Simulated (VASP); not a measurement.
# BaO (Fm-3m) in VASP: notebook, part 3 of 3

VASP 6.6.1. The steps go on from the part before.

### 6 Single point, PBEsol

This run uses another cell than the first one, of 20.80 Å³/atom, 2.500 times its volume.

Contents of INCAR:

```
SYSTEM = BaO
PREC = Accurate
ENCUT = 600
EDIFF = 1E-6
ISMEAR = -1
SIGMA = 0.03
LREAL = .FALSE.
LASPH = .TRUE.
NELM = 120
ALGO = Normal
ISIF = 2
LWAVE = .FALSE.
LCHARG = .FALSE.
GGA = PS
NBANDS = 15
GGA_COMPAT = .FALSE.
```

Contents of KPOINTS:

```
regular mesh
0
G
  9 9 9
  0 0 0
```

Contents of POSCAR:

```
BaO
1.0
    0.0000000000      2.7500000000      2.7500000000
    2.7500000000      0.0000000000      2.7500000000
    2.7500000000      2.7500000000      0.0000000000
Ba O
1 1
Direct
    0.0000000000      0.0000000000      0.0000000000
    0.5000000000      0.5000000000      0.5000000000
```

Potentials or basis: VASP PAW PBE potentials, release 64 (Ba_sv, O).

The run is started by

```console
$ cat potpaw_PBE.64/Ba_sv/POTCAR potpaw_PBE.64/O/POTCAR > POTCAR
$ mpirun -np 1 vasp_std > vasp.out
```

OUTCAR:

```text
SYSTEM = BaO
   PREC = Accurate
   ENCUT = 600
   EDIFF = 1E-6
   ISMEAR = -1
   LREAL = .FALSE.
   LASPH = .TRUE.
   NELM = 120
   ISIF = 2
   GGA = PS

 ion  position               nearest neighbor table
   1  0.000  0.000  0.000-   2 2.75   2 2.75   2 2.75   2 2.75   2 2.75   2 2.75
   2  0.500  0.500  0.500-   1 2.75   1 2.75   1 2.75   1 2.75   1 2.75   1 2.75

  LATTYP: Found a face centered cubic cell.
 ALAT       =     5.5000000000

  Lattice vectors:

 A1 = (   0.0000000000,   2.7500000000,   2.7500000000)
 A2 = (   2.7500000000,   0.0000000000,   2.7500000000)
 A3 = (   2.7500000000,   2.7500000000,   0.0000000000)

Analysis of symmetry for initial positions (statically):
=====================================================================
 Subroutine PRICEL returns:
 Original cell was already a primitive cell.

 Routine SETGRP: Setting up the symmetry group for a
 face centered cubic supercell.

 Subroutine GETGRP returns: Found 48 space group operations
 (whereof 48 operations were pure point group operations)
 out of a pool of 48 trial point group operations.

The static configuration has the point symmetry O_h .

Analysis of symmetry for dynamics (positions and initial velocities):
[... 164 lines left out ...]

 k-point     1 :       0.0000    0.0000    0.0000
  band No.  band energies     occupation
      1     -23.9908      2.00000
      2     -13.1375      2.00000
      3      -8.4367      2.00000
      4      -8.4367      2.00000
      5      -8.4367      2.00000
      6       1.4462      2.00000
      7       1.4462      2.00000
      8       1.4462      2.00000
      9       5.3099      0.00000
     10       6.4738      0.00000
     11       6.4738      0.00000
     12       6.4738      0.00000
     13       8.8159      0.00000
     14       8.8159      0.00000
[... 401 lines left out ...]
      2     -13.3622      2.00000
      3      -9.9431      2.00000
      4      -9.0544      2.00000
      5      -9.0544      2.00000
      6       1.6457      2.00000
      7       1.6457      2.00000
      8       1.7064      2.00000
      9       3.7015      0.00000
     10       7.8845      0.00000
     11      10.7611      0.00000
     12      11.0907      0.00000
     13      11.5424      0.00000
     14      11.5424      0.00000
     15      15.6803      0.00000

 [... further k-points ...]
[... 5 lines left out ...]
  --------------------------------------------------------------------------------------
  -------------------------------------------------------------------------------------
  Total        0.3555761      0.3555761      0.3555761     -0.0000000     -0.0000000      0.0000000
  in kB       13.6966708     13.6966708     13.6966708     -0.0000000     -0.0000000      0.0000000
  external PRESSURE =      13.6966708 kB  Pullay stress =       0.0000000 kB

 VOLUME and BASIS-vectors are now :
 -----------------------------------------------------------------------------
  energy-cutoff  :      600.00
  volume of cell :       41.59
      direct lattice vectors                 reciprocal lattice vectors
     0.000000000  2.750000000  2.750000000    -0.181818182  0.181818182  0.181818182
     2.750000000  0.000000000  2.750000000     0.181818182 -0.181818182  0.181818182
     2.750000000  2.750000000  0.000000000     0.181818182  0.181818182 -0.181818182

 POSITION                                       TOTAL-FORCE (eV/Angst)
 -----------------------------------------------------------------------------------
      0.00000      0.00000      0.00000         0.000000      0.000000      0.000000
      2.75000      2.75000      2.75000        -0.000000     -0.000000     -0.000000
 -----------------------------------------------------------------------------------
    total drift:                                0.000000     -0.000000      0.000000

  FREE ENERGIE OF THE ION-ELECTRON SYSTEM (eV)
  ---------------------------------------------------
  free  energy   TOTEN  =       -12.3973881444 eV

  energy  without entropy=      -12.3973881444  energy(sigma->0) =      -12.39738814
```

OSZICAR:

```text
N       E                     dE             d eps       ncg     rms          rms(c)
DAV:   1     0.834906430787E+02    0.83491E+02   -0.85091E+03  1050   0.111E+03
DAV:   2    -0.103516080978E+02   -0.93842E+02   -0.84188E+02  1459   0.211E+02
DAV:   3    -0.147154769436E+02   -0.43639E+01   -0.43362E+01  1280   0.453E+01
DAV:   4    -0.147664144685E+02   -0.50938E-01   -0.50924E-01  1267   0.513E+00
DAV:   5    -0.147674271486E+02   -0.10127E-02   -0.10127E-02  1297   0.607E-01    0.915E+00
DAV:   6    -0.126695659883E+02    0.20979E+01   -0.75782E+00  1085   0.208E+01    0.633E+00
DAV:   7    -0.124387068620E+02    0.23086E+00   -0.60353E-01  1190   0.604E+00    0.232E+00
DAV:   8    -0.123972138872E+02    0.41493E-01   -0.95184E-02  1330   0.300E+00    0.516E-01
DAV:   9    -0.123968460701E+02    0.36782E-03   -0.77720E-03  1246   0.827E-01    0.170E-01
DAV:  10    -0.123974101216E+02   -0.56405E-03   -0.15715E-03  1134   0.305E-01    0.489E-02
DAV:  11    -0.123973881151E+02    0.22007E-04   -0.13396E-04  1218   0.102E-01    0.241E-02
DAV:  12    -0.123973881444E+02   -0.29276E-07   -0.94804E-06  1183   0.272E-02
   1 F= -.12397388E+02 E0= -.12397388E+02  d E =-.401200E-11
```

Wall time 22 s (1 thread of Intel Xeon 8259CL, shared host); peak memory 0.19 GiB.

What came out:

| Property | Result |
| --- | --- |
| Free energy | -12.3974 eV |
| Pressure | 1.4 GPa |
| Band gap on the k mesh | 1.88 eV, indirect (least direct gap 2.00 eV) |

Levels at points of the mesh, in eV from the valence-band top:
| k point | band 6 | band 7 | band 8 | band 9 | band 10 | band 11 |
| --- | --- | --- | --- | --- | --- | --- |
| (0.00, 0.00, 0.00) | -0.38 | -0.38 | -0.38 | 3.49 | 4.65 | 4.65 |

Caveat: the PAW data sets were made with another functional, which shifts forces and pressure a little; spin-orbit coupling is left out, which moves the levels of the heavy elements.

### 7 Overview

```csv
cell,gap on the mesh (eV),pressure (GPa)
"a = 2.866 Å, angles 60.0°, 2 atoms",none,505.3
"a = 2.980 Å, angles 60.0°, 2 atoms",none,356.1
"a = 3.369 Å, angles 60.0°, 2 atoms",none,94.7
"a = 3.889 Å, angles 60.0°, 2 atoms",1.88,1.4
```

Alike in all rows: task single point; level PBEsol; potentials or basis VASP PAW PBE potentials, release 64 (Ba_sv, O); no spin polarisation; k mesh 9 × 9 × 9; cutoff (eV) 600; smearing fermi-dirac 0.03 eV.

Caveats: the PAW data sets were made with another functional, which shifts forces and pressure a little; spin-orbit coupling is left out, which moves the levels of the heavy elements.

Absolute energies hang on the potentials; compare differences alone.
